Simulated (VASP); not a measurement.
# BeS in VASP: further runs

BeS is run at these levels: PBE; tasks: single point.

All numbers are computed with VASP 6.6.1; they aren't measurements. Logs are shortened: lines on timing, memory, paths and dates and some standing lists are left out, and cuts for length are marked.

## 1. The cell of the first run

It takes space group Fm-3m (No. 225, cubic). The conventional cell has a = 4.449 Å, b = 4.449 Å, c = 4.449 Å, α = 90.00°, β = 90.00°, γ = 90.00°. Be (site symmetry m-3m) has 6 S at 2.22 Å within 2.9 Å. S (site symmetry m-3m) has 6 Be at 2.22 Å within 2.9 Å.

## 2. Single point, PBE (strain -4.0%)

INCAR

```
PREC = Accurate ; ENCUT = 520
EDIFF = 1E-7 ; ISMEAR = 0
SIGMA = 0.01 ; LREAL = F
LASPH = T ; NELM = 60
ALGO = Normal ; ISIF = 2
LWAVE = F ; LCHARG = F
GGA = PE ; NBANDS = 11
```

KPOINTS

```
Automatic mesh
0
Gamma
  6 6 6
```

POSCAR

```
BeS
1.0
    0.0000000000      2.2246053091      2.2246053091
    2.2246053091      0.0000000000      2.2246053091
    2.2246053091      2.2246053091      0.0000000000
Be S
1 1
Direct
    0.0000000000      0.0000000000      0.0000000000
    0.5000000000      0.5000000000      0.5000000000
```

Potentials or basis: VASP PAW PBE potentials, release 64 (Be, S).

Launch:

```bash
> cat potpaw_PBE.64/Be/POTCAR potpaw_PBE.64/S/POTCAR > POTCAR
> mpirun -np 1 vasp_std > vasp.out
```

OUTCAR:

```text
PREC = Accurate
   ENCUT = 520
   EDIFF = 1E-7
   ISMEAR = 0
   LREAL = F
   LASPH = T
   NELM = 60
   ISIF = 2
   GGA = PE

 ion  position               nearest neighbor table
   1  0.000  0.000  0.000-   2 2.22   2 2.22   2 2.22   2 2.22   2 2.22   2 2.22
   2  0.500  0.500  0.500-   1 2.22   1 2.22   1 2.22   1 2.22   1 2.22   1 2.22

  LATTYP: Found a face centered cubic cell.
 ALAT       =     4.4492106182

  Lattice vectors:

 A1 = (   0.0000000000,   2.2246053091,   2.2246053091)
 A2 = (   2.2246053091,   0.0000000000,   2.2246053091)
 A3 = (   2.2246053091,   2.2246053091,   0.0000000000)

Analysis of symmetry for initial positions (statically):
=====================================================================
 Subroutine PRICEL returns:
 Original cell was already a primitive cell.

 Routine SETGRP: Setting up the symmetry group for a
 face centered cubic supercell.

 Subroutine GETGRP returns: Found 48 space group operations
[... 9 lines left out ...]

 Routine SETGRP: Setting up the symmetry group for a
 face centered cubic supercell.

 Subroutine GETGRP returns: Found 48 space group operations
[... 11 lines left out ...]
                                     Primitive cell

  volume of cell :      22.0186

  direct lattice vectors                    reciprocal lattice vectors
     0.000000000  2.224605309  2.224605309    -0.224758971  0.224758971  0.224758971
     2.224605309  0.000000000  2.224605309     0.224758971 -0.224758971  0.224758971
     2.224605309  2.224605309  0.000000000     0.224758971  0.224758971 -0.224758971

  length of vectors
     3.146066999  3.146066999  3.146066999     0.389293957  0.389293957  0.389293957

  position of ions in fractional coordinates (direct lattice)
     0.000000000  0.000000000  0.000000000
     0.500000000  0.500000000  0.500000000

  ion indices of the primitive-cell ions
   primitive index   ion index
                 1           1
                 2           2

----------------------------------------------------------------------------------------

 KPOINTS: Automatic mesh

Automatic generation of k-mesh.
 Grid dimensions read from file:
 generate k-points for:    6    6    6

 Generating k-lattice:

  Cartesian coordinates                     Fractional coordinates (reciprocal lattice)
    -0.037459828  0.037459828  0.037459828     0.166666667  0.000000000  0.000000000
     0.037459828 -0.037459828  0.037459828     0.000000000  0.166666667  0.000000000
     0.037459828  0.037459828 -0.037459828     0.000000000  0.000000000  0.166666667

  Length of vectors
     0.064882326  0.064882326  0.064882326

  Shift w.r.t. Gamma in fractional coordinates (k-lattice)
     0.000000000  0.000000000  0.000000000

 Subroutine IBZKPT returns following result:
 ===========================================

 Found     16 irreducible k-points:

 Following reciprocal coordinates:
            Coordinates               Weight
  0.000000  0.000000  0.000000      1.000000
  0.166667  0.000000  0.000000      8.000000
  0.333333  0.000000  0.000000      8.000000
  0.500000  0.000000  0.000000      4.000000
  0.166667  0.166667  0.000000      6.000000
  0.333333  0.166667  0.000000     24.000000
[... 8 lines left out ...]
 -0.333333  0.333333  0.166667     24.000000
 -0.333333  0.500000  0.166667     12.000000
   k-points           NKPTS =     16   k-points in BZ     NKDIM =     16   number of bands    NBANDS=     11
   number of dos      NEDOS =    301   number of ions     NIONS =      2
   total plane-waves  NPLWV =  13824
   dimension x,y,z NGX =    24 NGY =   24 NGZ =   24
   dimension x,y,z NGXF=    48 NGYF=   48 NGZF=   48
   ions per type =               1   1
   NGX,Y,Z   is equivalent  to a cutoff of  12.68, 12.68, 12.68 a.u.
   NGXF,Y,Z  is equivalent  to a cutoff of  25.36, 25.36, 25.36 a.u.
 SYSTEM =  unknown system
   PREC   = accura    normal or accurate (medium, high low for compatibility)
   ISTART =      0    job   : 0-new  1-cont  2-samecut
   ICHARG =      2    charge: 1-file 2-atom 10-const
   ISPIN  =      1    spin polarized calculation?
   LNONCOLLINEAR =      F non collinear calculations
   LSORBIT =      F    spin-orbit coupling
   LASPH  =      T    aspherical Exc in radial PAW
   ENCUT  =  520.0 eV  38.22 Ry    6.18 a.u.   5.85  5.85  5.85*2*pi/ulx,y,z
   NELM   =     60;   NELMIN=  2; NELMDL= -5     # of ELM steps
   EDIFF  = 0.1E-06   stopping-criterion for ELM
   LREAL  =      F    real-space projection
   EDIFFG = 0.1E-05   stopping-criterion for IOM
   NSW    =      0    number of steps for IOM
   IBRION =     -1    ionic relax: 0-MD 1-quasi-New 2-CG
   NFREE  =      0    steps in history (QN), initial steepest desc. (CG)
   ISIF   =      2    stress and relaxation
   ISYM   =      2    0-nonsym 1-usesym 2-fastsym
   POTIM  = 0.5000    time-step for ionic-motion
   TEBEG  =    0.0;   TEEND  =   0.0 temperature during run
   PSTRESS=    0.0 pullay stress
   NELECT =       8.0000    total number of electrons
   NUPDOWN=      -1.0000    fix difference up-down
   EMIN   =  10.00;   EMAX   =-10.00  energy-range for DOS
   EFERMI =   0.00;   METHOD = LEGACY
   ISMEAR =     0;   SIGMA  =   0.01  broadening in eV -4-tet -1-fermi 0-gaus
   EFERMI_NEDOS =   21; number of points for ismear=-14 and -15
   IALGO  =     38    algorithm
   IMIX   =      4    mixing-type and parameters
     AMIX     =   0.40;   BMIX     =  1.00
     AMIX_MAG =   1.60;   BMIX_MAG =  1.00
  volume/ion in A,a.u.               =      11.01        74.29
  Fermi-wavevector in a.u.,A,eV,Ry     =   1.168177  2.207534 18.567010  1.364637
  Thomas-Fermi vector in A             =   2.304667
   LORBIT       =      0    0 simple, 1 ext, 2 COOP (PROOUT), +10 PAW based schemes
   GGA     = PE    functional components
   LHFCALC =     F    Hartree Fock is set to
   AEXX    =    0.0000 exact exchange contribution
   IVDW    =     0    specifies the selected vdW correction
   LEPSILON=     F    determine dielectric tensor
   LRPA    =     F    only Hartree local field effects (RPA)
 non-spin polarized calculation
 Gauss-broadening in eV      SIGMA  =   0.01
  energy-cutoff  :      520.00
  volume of cell :       22.02
 maximum number of plane-waves:       609
   NGX = 11   NGY = 11   NGZ = 11

 number of electron       7.9999999 magnetization

 Free energy of the ion-electron system (eV)
  ---------------------------------------------------
  ext. energy  EPLUGINS =         0.00000000
  ---------------------------------------------------
  free energy    TOTEN  =        -8.74788496 eV

  energy without entropy =       -8.74788496  energy(sigma->0) =       -8.74788496

 E-fermi :   8.2643     XC(G=0): -11.1287

 val. band max:        8.1967285866   @ k =  -0.1667   0.1667   0.0000
 cond. band min:       9.2291201964   @ k =   0.5000   0.5000   0.0000
 fundamental gap:      1.0323916099
 Fermi energy:         8.2643458221

 k-point     1 :       0.0000    0.0000    0.0000
  band No.  band energies     occupation
      1      -8.0309      2.00000
      2       7.8528      2.00000
      3       7.8528      2.00000
      4       7.8528      2.00000
      5      14.9971      0.00000
      6      16.8504      0.00000
      7      16.8504      0.00000
      8      16.8504      0.00000
      9      18.4216      0.00000
     10      18.4216      0.00000
     11      18.4216      0.00000

 k-point     2 :       0.1667    0.0000    0.0000
  band No.  band energies     occupation
      1      -7.5690      2.00000
      2       5.5043      2.00000
      3       7.7192      2.00000
      4       7.7192      2.00000
      5      14.5621      0.00000
      6      15.3485      0.00000
      7      15.3485      0.00000
      8      17.7848      0.00000
      9      18.1805      0.00000
     10      18.1805      0.00000
     11      19.0230      0.00000

 k-point     3 :       0.3333    0.0000    0.0000
  band No.  band energies     occupation
      1      -6.3301      2.00000
      2       1.8983      2.00000
      3       7.5861      2.00000
      4       7.5861      2.00000
      5      12.8392      0.00000
      6      12.8392      0.00000
      7      13.0966      0.00000
      8      19.3488      0.00000
      9      21.2432      0.00000
     10      21.2432      0.00000
     11      21.4344      0.00000

 k-point     4 :       0.5000    0.0000    0.0000
  band No.  band energies     occupation
      1      -5.3393      2.00000
      2       0.0161      2.00000
      3       7.5915      2.00000
      4       7.5915      2.00000
      5      11.8876      0.00000
      6      11.8876      0.00000
      7      12.5637      0.00000
      8      19.4940      0.00000
      9      24.2063      0.00000
     10      24.2063      0.00000
     11      25.2403      0.00000

 k-point     5 :       0.1667    0.1667    0.0000
  band No.  band energies     occupation
      1      -7.4094      2.00000
      2       6.3932      2.00000
      3       6.6923      2.00000
      4       6.6923      2.00000
      5      13.1571      0.00000
      6      14.8555      0.00000
      7      16.8891      0.00000
      8      17.8331      0.00000
      9      17.8331      0.00000
     10      20.6653      0.00000
     11      20.6654      0.00000
[... 99 lines left out ...]
 k-point    13 :       0.5000    0.5000    0.0000
  band No.  band energies     occupation
      1      -3.9879      2.00000
      2       0.3635      2.00000
      3       4.4863      2.00000
      4       4.4863      2.00000
      5       9.2291      0.00000
      6      11.9478      0.00000
      7      21.1166      0.00000
      8      21.1166      0.00000
      9      23.4148      0.00000
     10      23.9759      0.00000
     11      26.9190      0.00000

 k-point    14 :       0.5000    0.3333    0.1667
  band No.  band energies     occupation
      1      -5.2604      2.00000
      2       2.2168      2.00000
      3       3.5876      2.00000
      4       5.6172      2.00000
      5      11.8608      0.00000
      6      14.6103      0.00000
      7      15.5470      0.00000
      8      19.6789      0.00000
      9      20.3670      0.00000
     10      24.5035      0.00000
     11      24.6766      0.00000

 k-point    15 :      -0.3333    0.3333    0.1667
  band No.  band energies     occupation
      1      -4.3980      2.00000
      2       1.1053      2.00000
      3       2.9990      2.00000
      4       4.8825      2.00000
      5      13.0263      0.00000
      6      13.2564      0.00000
      7      17.8422      0.00000
      8      18.8412      0.00000
      9      21.4102      0.00000
     10      22.0569      0.00000
     11      26.1356      0.00000

 k-point    16 :      -0.3333    0.5000    0.1667
  band No.  band energies     occupation
      1      -3.9587      2.00000
      2       1.0537      2.00000
      3       2.9307      2.00000
      4       3.8636      2.00000
      5      11.5145      0.00000
      6      14.9259      0.00000
      7      16.3449      0.00000
      8      20.5133      0.00000
      9      21.7905      0.00000
     10      23.8802      0.00000
     11      27.0000      0.00000

------------------------ aborting loop because EDIFF is reached ----------------------------------------

  FORCE on cell =-STRESS in cart. coord.  units (eV):
  Direction    XX          YY          ZZ          XY          YZ          ZX
  --------------------------------------------------------------------------------------
  -------------------------------------------------------------------------------------
  Total        2.2392305      2.2392305      2.2392305     -0.0000000      0.0000000      0.0000000
  in kB      162.9372875    162.9372875    162.9372875     -0.0000000      0.0000000      0.0000000
  external PRESSURE =     162.9372875 kB  Pullay stress =       0.0000000 kB

 VOLUME and BASIS-vectors are now :
 -----------------------------------------------------------------------------
  energy-cutoff  :      520.00
  volume of cell :       22.02
      direct lattice vectors                 reciprocal lattice vectors
     0.000000000  2.224605309  2.224605309    -0.224758971  0.224758971  0.224758971
     2.224605309  0.000000000  2.224605309     0.224758971 -0.224758971  0.224758971
     2.224605309  2.224605309  0.000000000     0.224758971  0.224758971 -0.224758971

 POSITION                                       TOTAL-FORCE (eV/Angst)
 -----------------------------------------------------------------------------------
      0.00000      0.00000      0.00000        -0.000000     -0.000000      0.000000
      2.22461      2.22461      2.22461         0.000000      0.000000     -0.000000
 -----------------------------------------------------------------------------------
    total drift:                               -0.000000     -0.000000      0.000000

  FREE ENERGIE OF THE ION-ELECTRON SYSTEM (eV)
  ---------------------------------------------------
  free  energy   TOTEN  =        -8.7478849633 eV

  energy  without entropy=       -8.7478849633  energy(sigma->0) =       -8.74788496
```

Run time: 3.6 s. Hardware: 1 thread of Intel Xeon Platinum 8488C (Sapphire Rapids), shared host; peak memory 0.13 GiB.

Results:

* Free energy: -8.7479 eV
* Pressure: 16.3 GPa
* Band gap on the k mesh: 1.03 eV, indirect (least direct gap 4.30 eV)

Levels at points of the mesh, in eV from the valence-band top:
```
           k point  band 1  band 2  band 3  band 4  band 5  band 6  band 7  band 8  band 9
(0.00, 0.00, 0.00)  -16.23   -0.34   -0.34   -0.34    6.80    8.65    8.65    8.65   10.22
(0.50, 0.00, 0.00)  -13.54   -8.18   -0.61   -0.61    3.69    3.69    4.37   11.30   16.01
(0.50, 0.50, 0.00)  -12.18   -7.83   -3.71   -3.71    1.03    3.75   12.92   12.92   15.22
```

Caveat: the cell differs from its parent crystal (strain -4.0%). A k mesh can miss the band edges.

## 3. Single point, PBE

This run uses another cell than the first one, of 12.44 Å³/atom, 1.130 times its volume.

INCAR

```
PREC = Accurate
ENCUT = 520
EDIFF = 1E-6
ISMEAR = 0
SIGMA = 0.01
LREAL = False
LASPH = True
NELM = 60
ALGO = Normal
ISIF = 2
LWAVE = False
LCHARG = False
GGA = PE
NBANDS = 11
```

KPOINTS

```
regular mesh
0
Gamma
  6 6 6
```

POSCAR

```
BeS
1.0
    0.0000000000      2.3172971969      2.3172971969
    2.3172971969      0.0000000000      2.3172971969
    2.3172971969      2.3172971969      0.0000000000
Be S
1 1
Direct
    0.0000000000      0.0000000000      0.0000000000
    0.5000000000      0.5000000000      0.5000000000
```

Potentials or basis: VASP PAW PBE potentials, release 64 (Be, S).

Launch:

```bash
> cat potpaw_PBE.64/Be/POTCAR potpaw_PBE.64/S/POTCAR > POTCAR
> mpirun -np 1 vasp_std > vasp.out
```

It took 4 s on 1 thread of Intel Xeon Platinum 8488C (Sapphire Rapids), shared host; peak memory 0.13 GiB.

Results (log left out):

```
Free energy            : -8.8788 eV
Pressure               : -0.2 GPa
Band gap on the k mesh : 0.98 eV, indirect (least direct gap 4.14 eV)
```

Levels at points of the mesh, in eV from the valence-band top:
```csv
k point,band 1,band 2,band 3,band 4,band 5,band 6,band 7,band 8,band 9
"(0.00, 0.00, 0.00)",-15.08,-0.29,-0.29,-0.29,5.29,8.84,8.84,8.84,9.58
"(0.50, 0.00, 0.00)",-12.82,-7.20,-0.50,-0.50,3.94,3.94,4.14,10.18,15.52
"(0.50, 0.50, 0.00)",-11.78,-6.76,-3.16,-3.16,0.98,4.35,11.77,11.77,13.58
```

A k mesh can miss the band edges. As with any semilocal functional, this PBE gap is likely too small.

## 4. Single point, PBE (strain +2.0%)

INCAR

```
ALGO = Normal
EDIFF = 1E-6
ENCUT = 520
GGA = PE
ISIF = 2
ISMEAR = 0
LASPH = T
LCHARG = F
LREAL = F
LWAVE = F
NBANDS = 11
NELM = 100
PREC = Accurate
SIGMA = 0.01
```

KPOINTS

```
k-points
0
Gamma
  6 6 6
```

POSCAR

```
BeS
1.0
    0.0000000000      2.3636431409      2.3636431409
    2.3636431409      0.0000000000      2.3636431409
    2.3636431409      2.3636431409      0.0000000000
Be S
1 1
Direct
    0.0000000000      0.0000000000      0.0000000000
    0.5000000000      0.5000000000      0.5000000000
```

Launch:

```bash
> cat potpaw_PBE.64/Be/POTCAR potpaw_PBE.64/S/POTCAR > POTCAR
> mpirun -np 1 vasp_std > vasp.out
```

Run time: 7.5 s. Hardware: 1 thread of Intel Xeon Platinum 8488C (Sapphire Rapids), shared host; peak memory 0.14 GiB.

It converged, with:

| Item | Value |
| --- | --- |
| Free energy | -8.8488 eV |
| Pressure | -5.9 GPa |
| Band gap on the k mesh | 0.94 eV, indirect (least direct gap 3.87 eV) |

Levels at points of the mesh, in eV from the valence-band top:
| k point | band 1 | band 2 | band 3 | band 4 | band 5 | band 6 | band 7 | band 8 |
| --- | --- | --- | --- | --- | --- | --- | --- | --- |
| (0.00, 0.00, 0.00) | -14.58 | -0.27 | -0.27 | -0.27 | 4.64 | 8.90 | 8.90 | 8.90 |
| (0.50, 0.00, 0.00) | -12.52 | -6.77 | -0.45 | -0.45 | 4.02 | 4.03 | 4.03 | 9.63 |
| (0.50, 0.50, 0.00) | -11.61 | -6.29 | -2.92 | -2.92 | 0.94 | 4.59 | 11.24 | 11.24 |

Caveat: the cell differs from its parent crystal (strain +2.0%).

(Part 1 of 2 ends here.)
